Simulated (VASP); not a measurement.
Input of a VASP 6.6.1 run:

INCAR

```
PREC = Accurate
ENCUT = 600
EDIFF = 1E-6
ISMEAR = -1
SIGMA = 0.1
LREAL = F
LASPH = T
NELM = 120
ALGO = Normal
ISIF = 2
LWAVE = F
LCHARG = T
GGA = PS
LELF = T
LVHAR = T
NBANDS = 12
GGA_COMPAT = F
```

Contents of KPOINTS:

```
regular mesh
0
Gamma
  9 9 9
```

Contents of POSCAR:

```
Cu
1.0
    2.3591528891      0.0000000000      0.0000000000
    0.0000000000      2.3591528891      0.0000000000
    0.0000000000      0.0000000000      2.3591528891
Cu
1
Direct
    0.0000000000      0.0000000000      0.0000000000
```

Potentials or basis: VASP PAW PBE potentials, release 64 (Cu).

Command:

```bash
$ cat potpaw_PBE.64/Cu/POTCAR > POTCAR
$ mpirun -np 1 vasp_std > vasp.out
```

(1) What does it give for the pressure?

Answers

(1) 0.9 GPa.

Caveat: the PAW data sets were made with another functional, which shifts forces and pressure a little.
